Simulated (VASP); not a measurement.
A run of VASP 6.6.1:

INCAR

```
SYSTEM = Ni
PREC = Accurate
ENCUT = 520
EDIFF = 1E-6
ISMEAR = 0
SIGMA = 0.1
LREAL = .False.
LASPH = .True.
NELM = 150
ALGO = Normal
ISIF = 2
LWAVE = .False.
LCHARG = .False.
ISPIN = 2
MAGMOM = 0.81
LORBIT = 11
LMAXMIX = 4
GGA = PE
NBANDS = 15
```

Contents of KPOINTS:

```
regular mesh
0
Gamma
  20 20 20
  0 0 0
```

File POSCAR:

```
Ni
1.0
    0.0000000000      1.7592379080      1.7592379080
    1.7592379080      0.0000000000      1.7592379080
    1.7592379080      1.7592379080      0.0000000000
Ni
1
Direct
    0.0000000000      0.0000000000      0.0000000000
```

Potentials or basis: VASP PAW PBE potentials, release 64 (Ni).

Command:

```bash
$ cat potpaw_PBE.64/Ni/POTCAR > POTCAR
$ mpirun -np 1 vasp_std > vasp.out
```

Hardware: 1 thread of Intel(R) Xeon(R) Platinum 8488C (Sapphire Rapids) (shared host).

Problem. Estimate the wall time of this run.

Solution. Wall time 63 s on 1 thread of Intel(R) Xeon(R) Platinum 8488C (Sapphire Rapids) (shared host), peak memory 0.18 GiB. Counts: scf iterations 12, k points 256.
